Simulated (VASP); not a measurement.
Set up this calculation in VASP 6.6.1, as the native input.

```yaml
Task: single point
Functional: LDA
Potentials_or_basis: VASP PAW LDA potentials, release 64 (In_d, Se)
Cutoff: 520 eV
k_mesh: 6 × 6 × 1
Occupations: gaussian, width 0.1 eV
Spin: no spin polarisation
Dipole_correction: no
Further_INCAR_settings: ALGO = Normal; EDIFF = 1e-06; NBANDS = 48
```

The structure of InSe (lda) lies in POSCAR:

```
InSe
1.0
    4.0417341700      0.0000000000      0.0000000000
   -2.0208670800      3.5002444600      0.0000000000
    0.0000000000      0.0000000000     17.4284434000
In Se
4 4
Direct
    0.3333333300      0.6666666700      0.3303039600
    0.6666666700      0.3333333300      0.8303039600
    0.6666666700      0.3333333300      0.6696960400
    0.3333333300      0.6666666700      0.1696960400
    0.3333333300      0.6666666700      0.5973247600
    0.6666666700      0.3333333300      0.0973247600
    0.6666666700      0.3333333300      0.4026752400
    0.3333333300      0.6666666700      0.9026752400
```

These files were run (other wordings do the same):

INCAR

```
SYSTEM = InSe
PREC = Accurate
ENCUT = 520
EDIFF = 1E-6
ISMEAR = 0
SIGMA = 0.1
LREAL = .False.
LASPH = .True.
NELM = 80
ALGO = Normal
ISIF = 2
LWAVE = .False.
LCHARG = .False.
GGA = CA
NBANDS = 48
```

KPOINTS

```
Automatic mesh
0
Gamma
  6 6 1
  0 0 0
```

Potentials or basis: VASP PAW LDA potentials, release 64 (In_d, Se).

The run is started by

```sh
$ cat potpaw_LDA.64/In_d/POTCAR potpaw_LDA.64/Se/POTCAR > POTCAR
$ mpirun -np 1 vasp_std > vasp.out
```

It gave:

```
Pressure               : -2.2 GPa
Largest force          : 0.138 eV/Å
Band gap on the k mesh : 0.31 eV, direct
```

Caveat: spin-orbit coupling is left out, which moves the levels of the heavy elements.

Run time: 2.1 min on 1 thread of AMD EPYC 7R13, on a shared host, peak memory 0.27 GiB.
